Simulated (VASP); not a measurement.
Input of a VASP 6.6.1 run:

Contents of INCAR:

```
SYSTEM = Cd
AGGAC    = 1.0          
AGGAX    = 1.0          
ALDAC    = 0.0          
ALDAX    = 1.0          
ALGO     = Normal         ! electronic algorithm
EDIFF    = 1E-6           ! SCF threshold, eV
ENCUT    = 520            ! plane-wave cutoff, eV
GGA      = B5             ! functional
ISIF     = 2              ! what is computed and relaxed
ISMEAR   = 1              ! smearing method
LASPH    = .True.         ! aspherical terms in the spheres
LCHARG   = .False.        ! write CHGCAR
LREAL    = .False.        ! projectors in reciprocal space
LWAVE    = .False.        ! write WAVECAR
NBANDS   = 12             ! bands
NELM     = 100            ! most SCF steps
PREC     = Accurate       ! precision mode
SIGMA    = 0.05           ! smearing width, eV
```

The input KPOINTS:

```
k-points
0
Gamma
  12 12 12
  0 0 0
```

File POSCAR:

```
Cd
1.0
    0.0000000000      2.2181497500      2.2181497500
    2.2181497500      0.0000000000      2.2181497500
    2.2181497500      2.2181497500      0.0000000000
Cd
1
Direct
    0.0000000000      0.0000000000      0.0000000000
```

Potentials or basis: VASP PAW PBE potentials, release 64 (Cd).

Command:

```bash
$ cat potpaw_PBE.64/Cd/POTCAR > POTCAR
$ mpirun -np 1 vasp_std > vasp.out
```

What does it give for the pressure?

7.7 GPa.

Estimate the band gap on the k mesh.

zero (band 6 reaches 5.18 eV, above the bottom of band 7 at 1.91 eV).

Caveat: the PAW data sets were made with another functional, which shifts forces and pressure a little.
